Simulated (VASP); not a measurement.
A run of VASP 6.6.1 is set up as follows.

File INCAR:

```
SYSTEM = ZrTa2N4
PREC = Accurate
ENCUT = 600
EDIFF = 1E-7
ISMEAR = 0
SIGMA = 0.15
LREAL = .FALSE.
LASPH = .TRUE.
NELM = 80
ALGO = Normal
ISIF = 3
LWAVE = .FALSE.
LCHARG = .FALSE.
GGA = PE
IBRION = 2
NSW = 36
EDIFFG = -0.08
```

File KPOINTS:

```
regular mesh
0
G
  1 4 2
  0 0 0
```

File POSCAR:

```
ZrTa2N4
1.0
   10.9000000000      0.0000000000      0.0000000000
    0.0000000000      3.0500000000      0.0000000000
    0.0000000000      0.0000000000      5.2800000000
Zr Ta N
2 4 8
Direct
    0.5000000000      0.0000000000      0.0000000000
    0.0000000000      0.0000000000      0.0000000000
    0.7500000000      0.5000000000      0.8333000000
    0.2500000000      0.0000000000      0.6667000000
    0.2500000000      0.5000000000      0.1667000000
    0.7500000000      0.0000000000      0.3333000000
    0.6100000000      0.0000000000      0.6667000000
    0.3900000000      0.0000000000      0.3333000000
    0.3900000000      0.5000000000      0.8333000000
    0.6100000000      0.5000000000      0.1667000000
    0.8900000000      0.0000000000      0.6667000000
    0.1100000000      0.0000000000      0.3333000000
    0.8900000000      0.5000000000      0.1667000000
    0.1100000000      0.5000000000      0.8333000000
```

Potentials or basis: VASP PAW PBE potentials, release 64 (Zr_sv, Ta_pv, N).

Run with:

```bash
$ cat potpaw_PBE.64/Zr_sv/POTCAR potpaw_PBE.64/Ta_pv/POTCAR potpaw_PBE.64/N/POTCAR > POTCAR
$ mpirun -np 1 vasp_std > vasp.out
```

Problem. Predict the space group after relaxing (to 0.05 Å).

Solution. Pmma (No. 51).

Problem. Predict the relaxed cell.

Solution. a = 10.672 Å, b = 3.105 Å, c = 5.167 Å, α = 90.00°, β = 90.00°, γ = 90.00°.

Forces on the atoms (eV/Å):
```
Zr   0.000  0.000  0.000
Zr   0.000  0.000  0.000
Ta   0.000  0.000  0.033
Ta   0.000  0.000  0.027
Ta   0.000  0.000 -0.033
Ta   0.000  0.000 -0.027
N   -0.005  0.000  0.007
N    0.005  0.000 -0.007
N   -0.009  0.000  0.007
N    0.009  0.000 -0.007
N    0.005  0.000  0.007
N   -0.005  0.000 -0.007
N   -0.009  0.000 -0.007
N    0.009  0.000  0.007
```

Caveat: the k points lie up to 0.61 Å⁻¹ apart in the final cell; the relaxation stopped at a loose force limit of 0.08 eV/Å, so its end isn't a converged minimum.
